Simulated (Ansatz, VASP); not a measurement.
# Two plane-wave programs on Ru4N

```
CELL_PARAMETERS angstrom
4.57605 0.00000 0.00000
0.00000 4.57605 0.00000
0.00000 0.00000 4.57605
ATOMIC_POSITIONS crystal
Ru 0.50000 0.50000 0.50000
Ru 0.00000 0.50000 0.50000
Ru 0.50000 0.00000 0.50000
Ru 0.50000 0.50000 0.00000
N 0.00000 0.00000 0.00000
```

Change from the starting cell: species swapped into the Mn4N type (Pm-3m, No. 221).

Alike in both runs: functional PBE; k mesh 8 × 8 × 8; occupations gaussian, width 0.1 eV; no spin polarisation.

Ansatz relaxed the structure, and its values are those at the end. VASP's run is a single point on that final structure, the one shown.

|  | VASP | Ansatz |
| --- | --- | --- |
| version | VASP 6.6.1 | Ansatz 0.2.0 |
| potentials or method | VASP PAW PBE potentials, release 64 (Ru_pv, N), cutoff 520 eV | scalar-relativistic, plane waves, PAW |
| valence electrons in the cell | 61 | 69 |

```csv
,VASP,Ansatz,Ansatz less VASP
gap on the k mesh at the Fermi level (eV),none,none,-
pressure (GPa),0.2,0.0,-0.25
```

A gap of «none» marks a metal or a gap that the smearing closes. VASP's potentials hold 61 valence electrons a cell and Ansatz's 69, so a difference there can come from the potentials and not from the codes.
